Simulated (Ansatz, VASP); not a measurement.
## GaN in VASP and in Ansatz

```xyz
4
Lattice="3.1890 0.0000 0.0000 -1.5945 2.7618 0.0000 0.0000 0.0000 5.2161" Properties=species:S:1:pos:R:3 pbc="T T T"
Ga    0.0000    1.8412    0.0023
Ga    1.5945    0.9206    2.6103
N     0.0000    1.8412    1.9642
N     1.5945    0.9206    4.5723
```

Alike in both runs: functional r2SCAN; k mesh 8 × 8 × 5; occupations gaussian, width 0.05 eV; no spin polarisation.

Ansatz relaxed the structure, and its values are those at the end. VASP's run is a single point on that final structure, the one shown.

```csv
,VASP,Ansatz
version,VASP 6.6.1,Ansatz 0.2.0
potentials or method,"VASP PAW PBE potentials, release 64 (Ga_d, N)","scalar-relativistic, plane waves, PAW"
plane-wave cutoff (eV),520,500
valence electrons in the cell,36,36
```

```tsv
	VASP	Ansatz	Ansatz less VASP
pressure (GPa)	-0.8	-1.9	-1.07
rms of the force components (eV/Å)	0.008	0.000	-0.0079
```

VASP's potentials were made for PBE, not for r2SCAN. The functional is the same, so the differences come from potentials, cutoffs and numerics. Ansatz's warnings: stress scf threshold loose.
